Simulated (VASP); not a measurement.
P:

```
CELL_PARAMETERS angstrom
-1.54000 1.54000 1.54000
1.54000 -1.54000 1.54000
1.54000 1.54000 -1.54000
ATOMIC_POSITIONS crystal
P 0.00000 0.00000 0.00000
```

This isn't the form of P at room conditions, which is orthorhombic.

| Property | Result |
| --- | --- |
| Program | VASP 6.6.1 |
| Task | relaxation of cell and atoms |
| Functional | PBE |
| Potentials or basis | VASP PAW PBE potentials, release 64 (P) |
| Cutoff | 500 eV |
| k mesh | 21 × 21 × 21 |
| Occupations | fermi-dirac, width 0.05 eV |
| Spin | no spin polarisation |

At the start: pressure -2.4 GPa; volume 14.61 Å³/atom.

Where does the relaxation end?

Over 3 steps the energy falls by 2.9 meV/atom and the volume is 14.24 Å³/atom (-2.6 %); space group Im-3m (No. 229, to 0.1 Å) before and after.

Step by step:
```csv
step,energy change (eV),largest force (eV/Å),pressure (GPa),volume (Å³)
1,0.0000,0.0000,-2.41,14.61
2,-0.0027,0.0000,0.60,14.15
3,-0.0029,0.0000,0.01,14.24
```

Final structure:
```
P
1.0
    -1.52675    1.52675    1.52675
     1.52675   -1.52675    1.52675
     1.52675    1.52675   -1.52675
P
1
Direct
  0.00000 0.00000 0.00000
```
